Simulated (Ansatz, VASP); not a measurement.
## One calculation of Y, two programs

```
Y
1.0
     0.00000    2.21298    2.21298
     2.21298    0.00000    2.21298
     2.21298    2.21298    0.00000
Y
1
Direct
  0.00000 0.00000 0.00000
```

Change from the starting cell: volume scaled by 0.7, PAW files.

Alike in both runs: task single point; functional PBEsol; k mesh 13 × 13 × 13; occupations fermi-dirac, width 0.1 eV; no spin polarisation.

|  | VASP | Ansatz |
| --- | --- | --- |
| version | VASP 6.6.1 | Ansatz 0.2.0 |
| potentials or method | VASP PAW PBE potentials, release 64 (Y_sv) | PAW with Ansatz's default frozen-core files, scalar-relativistic |
| plane-wave cutoff (eV) | 520 | 420 |
| valence electrons in the cell | 11 | 11 |

Ansatz gave:

```
pressure (GPa) : 25.4
```

**Question.** What did VASP give for the same quantities?

**Answer.** Pressure (GPa): 25.0.

VASP's potentials were made for PBE, not for PBEsol. With one functional, cell and mesh, what is left measures potentials, basis and numerics.
